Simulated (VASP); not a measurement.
# Ag (Fm-3m) in VASP: a series of runs

The runs below take Ag through single point, relaxation of volume and atoms at fixed shape, with PBEsol.

Everything below comes from runs of VASP 6.6.1. Logs are shortened: lines on timing, memory, paths and dates and some standing lists are left out, and cuts for length are marked.

## Step 1: The cell of the first run

It takes space group Fm-3m (No. 225, cubic). Conventional cell: a = 4.052 Å, b = 4.052 Å, c = 4.052 Å, α = 90.00°, β = 90.00°, γ = 90.00°. Within 3.8 Å of Ag (site symmetry m-3m) lie 12 Ag at 2.87 Å.

## Step 2: Single point, PBEsol

INCAR reads:

```
PREC     = Accurate       # precision mode
ENCUT    = 520            # plane-wave cutoff, eV
EDIFF    = 1E-6           # SCF threshold, eV
ISMEAR   = -1             # smearing method
SIGMA    = 0.05           # smearing width, eV
LREAL    = False          # projectors in reciprocal space
LASPH    = True           # aspherical terms in the spheres
NELM     = 100            # most SCF steps
ALGO     = Normal         # electronic algorithm
ISIF     = 2              # what is computed and relaxed
LWAVE    = False          # write WAVECAR
LCHARG   = False          # write CHGCAR
GGA      = PS             # functional
NBANDS   = 12             # bands
```

KPOINTS reads:

```
Automatic mesh
0
Gamma
  9 9 9
```

POSCAR reads:

```
Ag
1.0
    0.0000000000      2.0260615049      2.0260615049
    2.0260615049      0.0000000000      2.0260615049
    2.0260615049      2.0260615049      0.0000000000
Ag
1
Direct
    0.0000000000      0.0000000000      0.0000000000
```

Potentials or basis: VASP PAW PBE potentials, release 64 (Ag).

Command:

```console
> cat potpaw_PBE.64/Ag/POTCAR > POTCAR
> mpirun -np 1 vasp_std > vasp.out
```

OUTCAR:

```text
PREC = Accurate
   ENCUT = 520
   EDIFF = 1E-6
   ISMEAR = -1
   LREAL = False
   LASPH = True
   NELM = 100
   ISIF = 2
   GGA = PS

 ion  position               nearest neighbor table
   1  0.000  0.000  0.000-

  LATTYP: Found a face centered cubic cell.
 ALAT       =     4.0521230098

  Lattice vectors:

 A1 = (   0.0000000000,   2.0260615049,   2.0260615049)
 A2 = (   2.0260615049,   0.0000000000,   2.0260615049)
 A3 = (   2.0260615049,   2.0260615049,   0.0000000000)

Analysis of symmetry for initial positions (statically):
=====================================================================
 Subroutine PRICEL returns:
 Original cell was already a primitive cell.

 Routine SETGRP: Setting up the symmetry group for a
 face centered cubic supercell.

 Subroutine GETGRP returns: Found 48 space group operations
 (whereof 48 operations were pure point group operations)
 out of a pool of 48 trial point group operations.

The static configuration has the point symmetry O_h .

Analysis of symmetry for dynamics (positions and initial velocities):
=====================================================================
 Subroutine PRICEL returns:
 Original cell was already a primitive cell.

 Routine SETGRP: Setting up the symmetry group for a
 face centered cubic supercell.

 Subroutine GETGRP returns: Found 48 space group operations
 (whereof 48 operations were pure point group operations)
 out of a pool of 48 trial point group operations.

The dynamic configuration has the point symmetry O_h .

 Subroutine INISYM returns: Found 48 space group operations
 (whereof 48 operations are pure point group operations),
 and found     1 'primitive' translations

----------------------------------------------------------------------------------------

                                     Primitive cell

  volume of cell :      16.6337

  direct lattice vectors                    reciprocal lattice vectors
     0.000000000  2.026061505  2.026061505    -0.246784216  0.246784216  0.246784216
     2.026061505  0.000000000  2.026061505     0.246784216 -0.246784216  0.246784216
     2.026061505  2.026061505  0.000000000     0.246784216  0.246784216 -0.246784216

  length of vectors
     2.865283658  2.865283658  2.865283658     0.427442801  0.427442801  0.427442801

  position of ions in fractional coordinates (direct lattice)
     0.000000000  0.000000000  0.000000000

  ion indices of the primitive-cell ions
   primitive index   ion index
                 1           1

----------------------------------------------------------------------------------------

 KPOINTS: Automatic mesh

Automatic generation of k-mesh.
 Grid dimensions read from file:
 generate k-points for:    9    9    9

 Generating k-lattice:

  Cartesian coordinates                     Fractional coordinates (reciprocal lattice)
    -0.027420468  0.027420468  0.027420468     0.111111111  0.000000000  0.000000000
     0.027420468 -0.027420468  0.027420468     0.000000000  0.111111111  0.000000000
     0.027420468  0.027420468 -0.027420468     0.000000000  0.000000000  0.111111111

  Length of vectors
     0.047493645  0.047493645  0.047493645

  Shift w.r.t. Gamma in fractional coordinates (k-lattice)
     0.000000000  0.000000000  0.000000000

 Subroutine IBZKPT returns following result:
 ===========================================

 Found     35 irreducible k-points:

 Following reciprocal coordinates:
            Coordinates               Weight
  0.000000  0.000000  0.000000      1.000000
  0.111111  0.000000  0.000000      8.000000
  0.222222  0.000000  0.000000      8.000000
  0.333333  0.000000  0.000000      8.000000
  0.444444  0.000000  0.000000      8.000000
  0.111111  0.111111  0.000000      6.000000
[... 16 lines left out ...]
 -0.333333  0.333333  0.000000     12.000000
  0.444444  0.444444  0.000000      6.000000
 [... further k-points ...]
   k-points           NKPTS =     35   k-points in BZ     NKDIM =     35   number of bands    NBANDS=     12
   number of dos      NEDOS =    301   number of ions     NIONS =      1
   total plane-waves  NPLWV =  13824
   dimension x,y,z NGX =    24 NGY =   24 NGZ =   24
   dimension x,y,z NGXF=    48 NGYF=   48 NGZF=   48
   ions per type =               1
   NGX,Y,Z   is equivalent  to a cutoff of  13.92, 13.92, 13.92 a.u.
   NGXF,Y,Z  is equivalent  to a cutoff of  27.85, 27.85, 27.85 a.u.
 SYSTEM =  unknown system
   PREC   = accura    normal or accurate (medium, high low for compatibility)
   ISTART =      0    job   : 0-new  1-cont  2-samecut
   ICHARG =      2    charge: 1-file 2-atom 10-const
   ISPIN  =      1    spin polarized calculation?
   LNONCOLLINEAR =      F non collinear calculations
   LSORBIT =      F    spin-orbit coupling
   LASPH  =      T    aspherical Exc in radial PAW
   ENCUT  =  520.0 eV  38.22 Ry    6.18 a.u.   5.33  5.33  5.33*2*pi/ulx,y,z
   NELM   =    100;   NELMIN=  2; NELMDL= -5     # of ELM steps
   EDIFF  = 0.1E-05   stopping-criterion for ELM
   LREAL  =      F    real-space projection
   EDIFFG = 0.1E-04   stopping-criterion for IOM
   NSW    =      0    number of steps for IOM
   IBRION =     -1    ionic relax: 0-MD 1-quasi-New 2-CG
   NFREE  =      0    steps in history (QN), initial steepest desc. (CG)
   ISIF   =      2    stress and relaxation
   ISYM   =      2    0-nonsym 1-usesym 2-fastsym
   POTIM  = 0.5000    time-step for ionic-motion
   TEBEG  =    0.0;   TEEND  =   0.0 temperature during run
   PSTRESS=    0.0 pullay stress
   NELECT =      11.0000    total number of electrons
   NUPDOWN=      -1.0000    fix difference up-down
   EMIN   =  10.00;   EMAX   =-10.00  energy-range for DOS
   EFERMI =   0.00;   METHOD = LEGACY
   ISMEAR =    -1;   SIGMA  =   0.05  broadening in eV -4-tet -1-fermi 0-gaus
   EFERMI_NEDOS =   21; number of points for ismear=-14 and -15
   IALGO  =     38    algorithm
   IMIX   =      4    mixing-type and parameters
     AMIX     =   0.40;   BMIX     =  1.00
     AMIX_MAG =   1.60;   BMIX_MAG =  1.00
  volume/ion in A,a.u.               =      16.63       112.25
  Fermi-wavevector in a.u.,A,eV,Ry     =   1.426296  2.695309 27.678621  2.034321
  Thomas-Fermi vector in A             =   2.546589
   LORBIT       =      0    0 simple, 1 ext, 2 COOP (PROOUT), +10 PAW based schemes
   GGA     = PS    functional components
   LHFCALC =     F    Hartree Fock is set to
   AEXX    =    0.0000 exact exchange contribution
   IVDW    =     0    specifies the selected vdW correction
   LEPSILON=     F    determine dielectric tensor
   LRPA    =     F    only Hartree local field effects (RPA)
 non-spin polarized calculation
  energy-cutoff  :      520.00
  volume of cell :       16.63
 maximum number of plane-waves:       459
 NGX is ok and might be reduce to    24
   NGX = 11   NGY = 11   NGZ = 11

 number of electron      11.0000001 magnetization

 Free energy of the ion-electron system (eV)
  ---------------------------------------------------
  ext. energy  EPLUGINS =         0.00000000
  ---------------------------------------------------
  free energy    TOTEN  =        -3.32902667 eV

  energy without entropy =       -3.32822355  energy(sigma->0) =       -3.32862511

 E-fermi :   8.8351     XC(G=0): -12.5600

 val. band max:        8.4567624450   @ k =   0.4444   0.3333   0.0000
 cond. band min:       8.9707198104   @ k =  -0.4444   0.1111   0.0000
 fundamental gap:      0.5139573654
 Fermi energy:         8.8351100848

 k-point     1 :       0.0000    0.0000    0.0000
  band No.  band energies     occupation
      1       0.5651      2.00000
      2       3.7174      2.00000
      3       3.7174      2.00000
      4       3.7174      2.00000
      5       4.8099      2.00000
      6       4.8099      2.00000
      7      24.6189      0.00000
      8      28.3355      0.00000
      9      28.3355      0.00000
     10      28.3355      0.00000
     11      33.2194      0.00000
     12      34.5101      0.00000

 k-point     2 :       0.1111    0.0000    0.0000
  band No.  band energies     occupation
      1       0.9496      2.00000
      2       3.6358      2.00000
      3       3.8194      2.00000
      4       3.8194      2.00000
      5       4.7764      2.00000
      6       4.7764      2.00000
      7      24.4656      0.00000
      8      26.0495      0.00000
      9      28.5086      0.00000
     10      28.5086      0.00000
     11      32.5390      0.00000
     12      33.9325      0.00000

 k-point     3 :       0.2222    0.0000    0.0000
  band No.  band energies     occupation
      1       1.8308      2.00000
      2       3.7261      2.00000
      3       3.9368      2.00000
      4       3.9368      2.00000
      5       4.8610      2.00000
      6       4.8610      2.00000
      7      20.9537      0.00000
      8      25.3987      0.00000
      9      28.6124      0.00000
     10      28.6124      0.00000
     11      31.5476      0.00000
     12      32.4157      0.00000
[... 286 lines left out ...]
 k-point    23 :      -0.3333    0.3333    0.0000
  band No.  band energies     occupation
      1       2.6993      2.00000
      2       3.3017      2.00000
      3       3.9467      2.00000
      4       4.7581      2.00000
      5       5.3482      2.00000
      6      11.7595      0.00000
      7      14.4723      0.00000
      8      16.2320      0.00000
      9      22.9713      0.00000
     10      25.4810      0.00000
     11      35.2466      0.00000
     12      35.3458      0.00000

 k-point    24 :       0.4444    0.4444    0.0000
  band No.  band energies     occupation
      1       2.0417      2.00000
      2       2.1845      2.00000
      3       5.5877      2.00000
      4       5.7744      2.00000
      5       5.7744      2.00000
      6       9.3197      0.00012
      7      16.4662      0.00000
      8      19.5457      0.00000
      9      19.5457      0.00000
     10      26.0089      0.00000
     11      26.0979      0.00000
     12      38.5348      0.00000

 [... further k-points ...]
[... 5 lines left out ...]
  --------------------------------------------------------------------------------------
  -------------------------------------------------------------------------------------
  Total       -0.0252198     -0.0252198     -0.0252198      0.0000000      0.0000000      0.0000000
  in kB       -2.4292103     -2.4292103     -2.4292103      0.0000000      0.0000000      0.0000000
  external PRESSURE =      -2.4292103 kB  Pullay stress =       0.0000000 kB

 VOLUME and BASIS-vectors are now :
 -----------------------------------------------------------------------------
  energy-cutoff  :      520.00
  volume of cell :       16.63
      direct lattice vectors                 reciprocal lattice vectors
     0.000000000  2.026061505  2.026061505    -0.246784216  0.246784216  0.246784216
     2.026061505  0.000000000  2.026061505     0.246784216 -0.246784216  0.246784216
     2.026061505  2.026061505  0.000000000     0.246784216  0.246784216 -0.246784216

 POSITION                                       TOTAL-FORCE (eV/Angst)
 -----------------------------------------------------------------------------------
      0.00000      0.00000      0.00000        -0.000000      0.000000      0.000000
 -----------------------------------------------------------------------------------
    total drift:                               -0.000000      0.000000      0.000000

  FREE ENERGIE OF THE ION-ELECTRON SYSTEM (eV)
  ---------------------------------------------------
  free  energy   TOTEN  =        -3.3290266660 eV

  energy  without entropy=       -3.3282235550  energy(sigma->0) =       -3.32862511
```

Wall time 8.6 s (1 thread of Intel Xeon 8259CL, shared host); peak memory 0.14 GiB.

What came out:

* Free energy: -3.3290 eV
* Pressure: -0.2 GPa

Caveat: the PAW data sets were made with another functional, which shifts forces and pressure a little.

## Step 3: Relaxation of volume and atoms at fixed shape, PBEsol

This run uses another cell than the first one, of 17.05 Å³/atom, 1.025 times its volume.

INCAR reads:

```
SYSTEM = Ag
ALGO = Normal
EDIFF = 1E-6
EDIFFG = -0.03
ENCUT = 600
GGA = PS
IBRION = 2
ISIF = 8
ISMEAR = -1
LASPH = .True.
LCHARG = .False.
LREAL = .False.
LWAVE = .False.
NELM = 100
NSW = 80
PREC = Accurate
SIGMA = 0.05
```

KPOINTS reads:

```
k-points
0
Gamma
  9 9 9
  0 0 0
```

POSCAR reads:

```
Ag
1.0
    0.0000000000      2.0427500000      2.0427500000
    2.0427500000      0.0000000000      2.0427500000
    2.0427500000      2.0427500000      0.0000000000
Ag
1
Direct
    0.0000000000      0.0000000000      0.0000000000
```

Potentials or basis: VASP PAW PBE potentials, release 64 (Ag).

Command:

```console
> cat potpaw_PBE.64/Ag/POTCAR > POTCAR
> mpirun -np 1 vasp_std > vasp.out
```

OUTCAR:

```text
SYSTEM = Ag
   EDIFF = 1E-6
   EDIFFG = -0.03
   ENCUT = 600
   GGA = PS
   IBRION = 2
   ISIF = 8
   ISMEAR = -1
   LASPH = .True.
   LREAL = .False.
   NELM = 100
   NSW = 80
   PREC = Accurate

 ion  position               nearest neighbor table
   1  0.000  0.000  0.000-

  LATTYP: Found a face centered cubic cell.
 ALAT       =     4.0855000000

  Lattice vectors:

 A1 = (   0.0000000000,   2.0427500000,   2.0427500000)
 A2 = (   2.0427500000,   0.0000000000,   2.0427500000)
 A3 = (   2.0427500000,   2.0427500000,   0.0000000000)

Analysis of symmetry for initial positions (statically):
=====================================================================
 Subroutine PRICEL returns:
 Original cell was already a primitive cell.

 Routine SETGRP: Setting up the symmetry group for a
 face centered cubic supercell.

 Subroutine GETGRP returns: Found 48 space group operations
 (whereof 48 operations were pure point group operations)
 out of a pool of 48 trial point group operations.

[... 166 lines left out ...]
  --------------------------------------------------------------------------------------
  -------------------------------------------------------------------------------------
  Total       -0.3172343     -0.3172343     -0.3172343     -0.0000000      0.0000000      0.0000000
  in kB      -29.8136430    -29.8136430    -29.8136430     -0.0000000      0.0000000      0.0000000
  external PRESSURE =     -29.8136430 kB  Pullay stress =       0.0000000 kB
[... 57 lines left out ...]
--------------------------------------- Ionic step        3  -------------------------------------------

 number of electron      11.0000001 magnetization

 Free energy of the ion-electron system (eV)
  ---------------------------------------------------
  ext. energy  EPLUGINS =         0.00000000
  ---------------------------------------------------
  free energy    TOTEN  =        -3.32940229 eV

  energy without entropy =       -3.32859966  energy(sigma->0) =       -3.32900098

 E-fermi :   8.8615     XC(G=0): -12.5718

 val. band max:        8.4843652807   @ k =   0.4444   0.3333   0.0000
 cond. band min:       8.9970281852   @ k =  -0.4444   0.1111   0.0000
 fundamental gap:      0.5126629045
 Fermi energy:         8.8614802579

 k-point     1 :       0.0000    0.0000    0.0000
  band No.  band energies     occupation
      1       0.5783      2.00000
      2       3.7379      2.00000
      3       3.7379      2.00000
      4       3.7379      2.00000
      5       4.8341      2.00000
      6       4.8341      2.00000
      7      24.6507      0.00000
      8      28.3791      0.00000
      9      28.3791      0.00000
[... 265 lines left out ...]
 k-point    24 :       0.4444    0.4444    0.0000
  band No.  band energies     occupation
      1       2.0562      2.00000
      2       2.1996      2.00000
      3       5.6145      2.00000
      4       5.8017      2.00000
      5       5.8017      2.00000
      6       9.3459      0.00012
      7      16.5099      0.00000
      8      19.5844      0.00000
      9      19.5844      0.00000

 [... further k-points ...]
[... 5 lines left out ...]
  --------------------------------------------------------------------------------------
  -------------------------------------------------------------------------------------
  Total       -0.0008270     -0.0008270     -0.0008270     -0.0000000      0.0000000     -0.0000000
  in kB       -0.0798185     -0.0798185     -0.0798185     -0.0000000      0.0000000     -0.0000000
  external PRESSURE =      -0.0798185 kB  Pullay stress =       0.0000000 kB
[... 16 lines left out ...]
  FREE ENERGIE OF THE ION-ELECTRON SYSTEM (eV)
  ---------------------------------------------------
  free  energy   TOTEN  =        -3.3294022929 eV

  energy  without entropy=       -3.3285996595  energy(sigma->0) =       -3.32900098

 reached required accuracy - stopping structural energy minimisation
```

OSZICAR:

```text
N       E                     dE             d eps       ncg     rms          rms(c)
DAV:   1     0.482119586918E+02    0.48212E+02   -0.62696E+03   630   0.125E+03
DAV:   2    -0.326405670316E+01   -0.51476E+02   -0.49318E+02   656   0.219E+02
DAV:   3    -0.367478234712E+01   -0.41073E+00   -0.41051E+00   758   0.241E+01
[... 20 lines left out ...]
DAV:   2    -0.333128337004E+01    0.55992E-01   -0.24002E-01   635   0.538E+00    0.514E-01
DAV:   3    -0.332976907178E+01    0.15143E-02   -0.39490E-03   636   0.635E-01    0.340E-01
DAV:   4    -0.332940007517E+01    0.36900E-03   -0.49387E-04   659   0.221E-01    0.131E-02
DAV:   5    -0.332940158024E+01   -0.15051E-05   -0.16315E-05   660   0.399E-02    0.613E-03
DAV:   6    -0.332940229295E+01   -0.71271E-06   -0.10288E-06   602   0.121E-02
   3 F= -.33294023E+01 E0= -.33290010E+01  d E =-.429715E-02
```

Wall time 18 s (1 thread of Intel Xeon 8259CL, shared host); peak memory 0.15 GiB.

What came out:

```
Free energy                            : -3.3294 eV
Relaxed volume                         : 16.60 Å³/atom
Relaxed cell                           : a = 2.863 Å, b = 2.863 Å, c = 2.863 Å, α = 60.00°, β = 60.00°, γ = 60.00°
Space group after relaxing (to 0.05 Å) : Fm-3m (No. 225)
Energy gained by relaxing              : 4.3 meV/atom
Ionic steps                            : 3
Pressure after relaxing                : 0.0 GPa
```

Step by step:
```
step  energy change (eV)  largest force (eV/Å)  pressure (GPa)  volume (Å³)
   1              0.0000                0.0000           -2.98        17.05
   2             -0.0018                0.0000            2.53        16.28
   3             -0.0043                0.0000           -0.01        16.60
```

Final structure:
```xyz
1
Lattice="0.0000 2.0247 2.0247 2.0247 0.0000 2.0247 2.0247 2.0247 0.0000" Properties=species:S:1:pos:R:3 pbc="T T T"
Ag    0.0000    0.0000    0.0000
```

Caveat: the PAW data sets were made with another functional, which shifts forces and pressure a little.
